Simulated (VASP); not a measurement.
# SnO (Cmc2_1) in VASP: single point with PBE

Aim: the single point of SnO with PBE.

All numbers are computed with VASP 6.6.1; they aren't measurements. Logs are shortened: lines on timing, memory, paths and dates and some standing lists are left out, and cuts for length are marked.

## (1) The cell of the first run

It takes space group Cmc2_1 (No. 36, orthorhombic). Conventional cell: a = 5.000 Å, b = 5.720 Å, c = 11.120 Å, α = 90.00°, β = 90.00°, γ = 90.00°. Within 2.8 Å of Sn (site symmetry m) lie 4 O at 2.15 to 2.53 Å. Within 2.6 Å of Sn (site symmetry m) lie 2 O at 1.99 Å. Within 2.4 Å of O (site symmetry 1) lie 1 O at 1.80 Å and 2 Sn at 1.99 to 2.15 Å.

## (2) Single point, PBE

INCAR

```
ALGO = Normal ; EDIFF = 1E-6
ENCUT = 520 ; GGA = PE
ISIF = 2 ; ISMEAR = 1
LASPH = True ; LCHARG = False
LREAL = False ; LWAVE = False
NBANDS = 50 ; NELM = 80
PREC = Accurate ; SIGMA = 0.01
```

KPOINTS

```
k-points
0
Gamma
  10 10 4
```

POSCAR

```
SnO
1.0
    2.5000000000     -2.8600000000      0.0000000000
    2.5000000000      2.8600000000      0.0000000000
    0.0000000000      0.0000000000     11.1200000000
Sn O
4 4
Direct
    0.0000000000      0.0000000000      0.0000000000
    0.0000000000      0.0000000000      0.5000000000
    0.5590000000      0.4410000000      0.2540000000
    0.4410000000      0.5590000000      0.7540000000
    0.9300000000      0.4300000000      0.3800000000
    0.0700000000      0.5700000000      0.8800000000
    0.5700000000      0.0700000000      0.3800000000
    0.4300000000      0.9300000000      0.8800000000
```

Potentials or basis: VASP PAW PBE potentials, release 64 (Sn_d, O).

Command:

```bash
cat potpaw_PBE.64/Sn_d/POTCAR potpaw_PBE.64/O/POTCAR > POTCAR
mpirun -np 1 vasp_std > vasp.out
```

OUTCAR:

```text
EDIFF = 1E-6
   ENCUT = 520
   GGA = PE
   ISIF = 2
   ISMEAR = 1
   LASPH = True
   LREAL = False
   NELM = 80
   PREC = Accurate

 ion  position               nearest neighbor table
   1  0.000  0.000  0.000-   6 2.15   8 2.15   6 2.53   8 2.53   4 3.72   4 3.72   4 3.72
   2  0.000  0.000  0.500-   5 2.15   7 2.15   7 2.53   5 2.53   3 3.72   3 3.72   3 3.72
   3  0.559  0.441  0.254-   5 1.99   7 1.99   7 2.77   5 2.77   2 3.72   2 3.72   2 3.72
   4  0.441  0.559  0.754-   6 1.99   8 1.99   6 2.77   8 2.77   1 3.72   1 3.72   1 3.72
   5  0.930  0.430  0.380-   7 1.80   3 1.99   2 2.15   2 2.53   3 2.77
   6  0.070  0.570  0.880-   8 1.80   4 1.99   1 2.15   1 2.53   4 2.77
   7  0.570  0.070  0.380-   5 1.80   3 1.99   2 2.15   2 2.53   3 2.77
   8  0.430  0.930  0.880-   6 1.80   4 1.99   1 2.15   1 2.53   4 2.77

  LATTYP: Found a base centered orthorhombic cell.
 ALAT       =     5.0000000000
 B/A-ratio  =     1.1440000000
 C/A-ratio  =     2.2240000000

  Lattice vectors:

 A1 = (   2.5000000000,  -2.8600000000,   0.0000000000)
 A2 = (   2.5000000000,   2.8600000000,   0.0000000000)
 A3 = (   0.0000000000,   0.0000000000,  11.1200000000)

Analysis of symmetry for initial positions (statically):
=====================================================================
 Subroutine PRICEL returns:
 Original cell was already a primitive cell.

 Routine SETGRP: Setting up the symmetry group for a
 base centered orthorhombic supercell.

 Subroutine GETGRP returns: Found  4 space group operations
 (whereof  2 operations were pure point group operations)
 out of a pool of  8 trial point group operations.

The static configuration has the point symmetry C_1h.
 The point group associated with its full space group is C_2v.

Analysis of symmetry for dynamics (positions and initial velocities):
=====================================================================
 Subroutine PRICEL returns:
 Original cell was already a primitive cell.

 Routine SETGRP: Setting up the symmetry group for a
 base centered orthorhombic supercell.

 Subroutine GETGRP returns: Found  4 space group operations
 (whereof  2 operations were pure point group operations)
 out of a pool of  8 trial point group operations.

The dynamic configuration has the point symmetry C_1h.
 The point group associated with its full space group is C_2v.

 Subroutine INISYM returns: Found  4 space group operations
 (whereof  2 operations are pure point group operations),
 and found     1 'primitive' translations

[... 111 lines left out ...]
   NFREE  =      0    steps in history (QN), initial steepest desc. (CG)
   ISIF   =      2    stress and relaxation
   ISYM   =      2    0-nonsym 1-usesym 2-fastsym
   POTIM  = 0.5000    time-step for ionic-motion
   TEBEG  =    0.0;   TEEND  =   0.0 temperature during run
   PSTRESS=    0.0 pullay stress
   NELECT =      80.0000    total number of electrons
   NUPDOWN=      -1.0000    fix difference up-down
   EMIN   =  10.00;   EMAX   =-10.00  energy-range for DOS
   EFERMI =   0.00;   METHOD = LEGACY
   ISMEAR =     1;   SIGMA  =   0.01  broadening in eV -4-tet -1-fermi 0-gaus
   EFERMI_NEDOS =   21; number of points for ismear=-14 and -15
   IALGO  =     38    algorithm
   IMIX   =      4    mixing-type and parameters
     AMIX     =   0.40;   BMIX     =  1.00
     AMIX_MAG =   1.60;   BMIX_MAG =  1.00
  volume/ion in A,a.u.               =      19.88       134.14
  Fermi-wavevector in a.u.,A,eV,Ry     =   1.302041  2.460500 23.066092  1.695310
  Thomas-Fermi vector in A             =   2.433135
   LORBIT       =      0    0 simple, 1 ext, 2 COOP (PROOUT), +10 PAW based schemes
   GGA     = PE    functional components
   LHFCALC =     F    Hartree Fock is set to
   AEXX    =    0.0000 exact exchange contribution
   IVDW    =     0    specifies the selected vdW correction
   LEPSILON=     F    determine dielectric tensor
   LRPA    =     F    only Hartree local field effects (RPA)
 non-spin polarized calculation
 Methfessel and Paxton  Order N= 1 SIGMA  =   0.01
  energy-cutoff  :      520.00
  volume of cell :      159.02
 maximum number of plane-waves:      4324
   NGX = 15   NGY = 15   NGZ = 41

 number of electron      80.0000004 magnetization

 Free energy of the ion-electron system (eV)
  ---------------------------------------------------
  ext. energy  EPLUGINS =         0.00000000
  ---------------------------------------------------
  free energy    TOTEN  =       -37.82625440 eV

  energy without entropy =      -37.82624867  energy(sigma->0) =      -37.82625249

 E-fermi :   6.3343     XC(G=0):  -9.6250

 val. band max:        6.3342336113   @ k =  -0.3000   0.3000   0.2500
 cond. band min:       6.3408830554   @ k =  -0.2000   0.2000   0.0000
 fundamental gap:      0.0066494440
 Fermi energy:         6.3343144004

 k-point     1 :       0.0000    0.0000    0.0000
  band No.  band energies     occupation
      1     -16.4317      2.00000
      2     -16.4275      2.00000
      3     -16.0364      2.00000
      4     -16.0311      2.00000
      5     -15.8425      2.00000
      6     -15.8377      2.00000
[... 1261 lines left out ...]
     49      10.7022      0.00000
     50      11.1122      0.00000

 [... further k-points ...]

------------------------ aborting loop because EDIFF is reached ----------------------------------------

  FORCE on cell =-STRESS in cart. coord.  units (eV):
  Direction    XX          YY          ZZ          XY          YZ          ZX
  --------------------------------------------------------------------------------------
  -------------------------------------------------------------------------------------
  Total       30.5305275      0.4189419     -0.5479803      0.0000000      0.0000000      0.0000000
  in kB      307.6125612      4.2210793     -5.5212152      0.0000000      0.0000000      0.0000000
  external PRESSURE =     102.1041418 kB  Pullay stress =       0.0000000 kB

 VOLUME and BASIS-vectors are now :
 -----------------------------------------------------------------------------
  energy-cutoff  :      520.00
  volume of cell :      159.02
      direct lattice vectors                 reciprocal lattice vectors
     2.500000000 -2.860000000  0.000000000     0.200000000 -0.174825175  0.000000000
     2.500000000  2.860000000  0.000000000     0.200000000  0.174825175  0.000000000
     0.000000000  0.000000000 11.120000000     0.000000000  0.000000000  0.089928058

 POSITION                                       TOTAL-FORCE (eV/Angst)
 -----------------------------------------------------------------------------------
      0.00000      0.00000      0.00000         0.000000      0.938629     -1.031702
      0.00000      0.00000      5.56000         0.000000     -0.938629     -1.031702
      2.50000     -0.33748      2.82448         0.000000      2.251653     -1.177944
      2.50000      0.33748      8.38448         0.000000     -2.251653     -1.177944
      3.40000     -1.43000      4.22560         8.820657     -0.597097      1.104823
      1.60000      1.43000      9.78560        -8.820657      0.597097      1.104823
      1.60000     -1.43000      4.22560        -8.820657     -0.597097      1.104823
      3.40000      1.43000      9.78560         8.820657      0.597097      1.104823
 -----------------------------------------------------------------------------------
    total drift:                                0.000000     -0.000000      0.000777

  FREE ENERGIE OF THE ION-ELECTRON SYSTEM (eV)
  ---------------------------------------------------
  free  energy   TOTEN  =       -37.8262544043 eV

  energy  without entropy=      -37.8262486744  energy(sigma->0) =      -37.82625249
```

Wall time 17 min (1 thread of Intel Xeon Platinum 8259CL at 2.50GHz (Skylake/Cascade Lake), shared host); peak memory 0.6 GiB.

What came out:

```
Free energy            : -37.8263 eV
Pressure               : 10.2 GPa
Largest force          : 8.910 eV/Å
Band gap on the k mesh : zero (bands 40 and 41 overlap by 0.36 eV)
```

Forces on the atoms (eV/Å):
```
Sn   0.000  0.939 -1.032
Sn   0.000 -0.939 -1.032
Sn   0.000  2.252 -1.178
Sn   0.000 -2.252 -1.178
O    8.821 -0.597  1.105
O   -8.821  0.597  1.105
O   -8.821 -0.597  1.105
O    8.821  0.597  1.105
```

Caveat: the stress differs along the axes, from -1 to 31 GPa; semilocal functionals underestimate gaps, and a narrow one can read as zero; spin-orbit coupling is left out, which moves the levels of the heavy elements; forces of over 1 eV/Å act on the atoms, so gaps and moduli don't describe the material at rest.
